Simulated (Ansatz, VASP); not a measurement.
**Two plane-wave programs on Rb2PdO2**

INCAR

```
PREC = Accurate
ENCUT = 600
EDIFF = 1E-7
ISMEAR = -1
SIGMA = 0.1
LREAL = F
LASPH = T
NELM = 80
ALGO = Normal
ISIF = 3
LWAVE = F
LCHARG = F
GGA = PE
IBRION = 2
NSW = 60
EDIFFG = -0.01
```

File KPOINTS:

```
regular mesh
0
Gamma
  5 5 5
```

The input POSCAR:

```
Rb2PdO2
1.0
    0.0000000000      4.2762690000      0.0000000000
    4.2762690000      0.0000000000      0.0000000000
    2.1381350000      2.1381350000     -6.7469800000
Rb O Pd
2 2 1
Direct
    0.3451000000      0.3451000000      0.3098000000
    0.6549000000      0.6549000000      0.6902000000
    0.1273000000      0.1273000000      0.7454000000
    0.8727000000      0.8727000000      0.2546000000
    0.0000000000      0.0000000000      0.0000000000
```

Input for Ansatz:

```yaml
crystal:
  lattice:
    - [0.0, 4.276269, 0.0]
    - [4.276269, 0.0, 0.0]
    - [2.138135, 2.138135, -6.74698]
  atoms:
    - { symbol: Rb, position: [0.3451, 0.3451, 0.3098] }
    - { symbol: Rb, position: [0.6549, 0.6549, 0.6902] }
    - { symbol: O, position: [0.1273, 0.1273, 0.7454] }
    - { symbol: O, position: [0.8727, 0.8727, 0.2546] }
    - { symbol: Pd, position: [0.0, 0.0, 0.0] }
  symmetry: { tolerance: 0.0003 }
kpoints:
  mp_grid: { grid: [5, 5, 5], shift: [0, 0, 0] }
magnetization:
  spin_polarized: false
scf:
  occupations: { method: fermi_dirac }
hamiltonian:
  pseudopotentials: { kind: paw }
  xc: pbe
basis:
  ecutwfc: 420
output:
  forces: true
  stress: true
  eigenvalues: true
relax:
  max_steps: 40
  cell: {}
```

Alike in both runs: task relaxation of cell and atoms; functional PBE; k mesh 5 × 5 × 5; no spin polarisation.

```csv
,VASP,Ansatz
version,VASP 6.6.1,Ansatz 0.2.0
potentials or method,"VASP PAW PBE potentials, release 64 (Rb_sv, O, Pd), cutoff 600 eV",PAW plane waves
occupations,"fermi-dirac, width 0.1 eV",fermi-dirac
valence electrons in the cell,40,48
```

```csv
,VASP,Ansatz,Ansatz less VASP
"gap on the k mesh at the Fermi level, each at its own relaxed structure (eV)",none,none,-
relaxed volume (Å³/atom),24.68,24.80,+0.117
relaxed cell length with the largest relative difference (Å),4.241,4.251,+0.0099
```

A gap of «none» marks a metal or a gap that the smearing closes. VASP's potentials hold 40 valence electrons a cell and Ansatz's 48, so a difference there can come from the potentials and not from the codes.
